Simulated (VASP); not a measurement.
A run of VASP 6.6.1 is set up as follows.

Contents of POSCAR:

```
C
1.0
    0.0000000000      1.7801050042     -1.7801050042
   -1.7801050042      0.0000000000      1.7801050042
    3.5602100083      3.5602100083      3.5602100083
C
6
Direct
    0.3333333330      0.6666666670      0.2083333330
    0.6666666670      0.3333333330      0.5416666670
    0.0000000000      0.0000000000      0.8750000000
    0.0000000000      0.0000000000      0.1250000000
    0.3333333330      0.6666666670      0.4583333330
    0.6666666670      0.3333333330      0.7916666670
```

INCAR.step1

```
PREC     = Accurate       # precision mode
ENCUT    = 520            # plane-wave cutoff, eV
ISMEAR   = -1             # smearing method
SIGMA    = 0.02           # smearing width, eV
LREAL    = F              # projectors in reciprocal space
LASPH    = T              # aspherical terms in the spheres
NELM     = 80             # most SCF steps
NBANDS   = 21             # bands
GGA      = PE             # functional
ALGO     = Normal         # electronic algorithm
EDIFF    = 1E-4           # SCF threshold, eV
LWAVE    = T              # write WAVECAR
LCHARG   = F              # write CHGCAR
```

File INCAR.step2:

```
PREC     = Accurate       # precision mode
ENCUT    = 520            # plane-wave cutoff, eV
EDIFF    = 1E-7           # SCF threshold, eV
ISMEAR   = -1             # smearing method
SIGMA    = 0.02           # smearing width, eV
LREAL    = F              # projectors in reciprocal space
LASPH    = T              # aspherical terms in the spheres
NELM     = 80             # most SCF steps
ALGO     = Normal         # electronic algorithm
ISIF     = 2              # what is computed and relaxed
LWAVE    = F              # write WAVECAR
LCHARG   = T              # write CHGCAR
METAGGA  = R2SCAN         # meta-GGA
LMIXTAU  = T            
LELF     = T              # ELF
LVHAR    = T            
NBANDS   = 21             # bands
ISTART   = 1
```

Contents of KPOINTS:

```
regular mesh
0
Gamma
  12 12 4
```

Potentials or basis: VASP PAW PBE potentials, release 64 (C).

Run with:

```bash
$ cat potpaw_PBE.64/C/POTCAR > POTCAR
$ cp INCAR.step1 INCAR
$ mpirun -np 1 vasp_std > vasp.out
$ cp INCAR.step2 INCAR
$ mpirun -np 1 vasp_std > vasp.out
```

**Question.** Estimate the band gap on the k mesh.

**Answer.** 4.40 eV.

**Question.** Estimate the pressure.

**Answer.** 1.1 GPa.

Caveat: the PAW data sets were made with another functional, which shifts forces and pressure a little. A k mesh can miss the band edges.
